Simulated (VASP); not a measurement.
Wanted: the native input for a VASP 6.6.1 run.

```
Task                   : single point
Functional             : PBE
Potentials or basis    : VASP PAW PBE potentials, release 64 (Ti_sv, Al)
Cutoff                 : 520 eV
k mesh                 : 12 × 12 × 12
Occupations            : gaussian, width 0.1 eV
Spin                   : no spin polarisation
Dipole correction      : no
Further INCAR settings : ALGO = Fast; EDIFF = 1e-06; NBANDS = 18
```

The structure of TiAl3 lies in POSCAR:

```
TiAl3
1.0
    3.9796689675      0.0000000000      0.0000000000
    0.0000000000      3.9796689675      0.0000000000
    0.0000000000      0.0000000000      3.9796689675
Ti Al
1 3
Direct
    0.0000000000      0.0000000000      0.0000000000
    0.5000000000      0.0000000000      0.5000000000
    0.0000000000      0.5000000000      0.5000000000
    0.5000000000      0.5000000000      0.0000000000
```

The input as run:

INCAR

```
ALGO     = Fast           # electronic algorithm
EDIFF    = 1E-6           # SCF threshold, eV
ENCUT    = 520            # plane-wave cutoff, eV
GGA      = PE             # functional
ISIF     = 2              # what is computed and relaxed
ISMEAR   = 0              # smearing method
LASPH    = T              # aspherical terms in the spheres
LCHARG   = F              # write CHGCAR
LREAL    = F              # projectors in reciprocal space
LWAVE    = F              # write WAVECAR
NBANDS   = 18             # bands
NELM     = 80             # most SCF steps
PREC     = Accurate       # precision mode
SIGMA    = 0.1            # smearing width, eV
```

KPOINTS

```
k-points
0
Gamma
  12 12 12
```

Potentials or basis: VASP PAW PBE potentials, release 64 (Ti_sv, Al).

Command:

```sh
$ cat potpaw_PBE.64/Ti_sv/POTCAR potpaw_PBE.64/Al/POTCAR > POTCAR
$ mpirun -np 1 vasp_std > vasp.out
```

Results of the run:

```
Pressure : 0.0 GPa
```

Wall time 94 s on 1 thread of Intel(R) Xeon(R) 6975P-C (Granite Rapids), with other jobs on the host, peak memory 0.22 GiB.
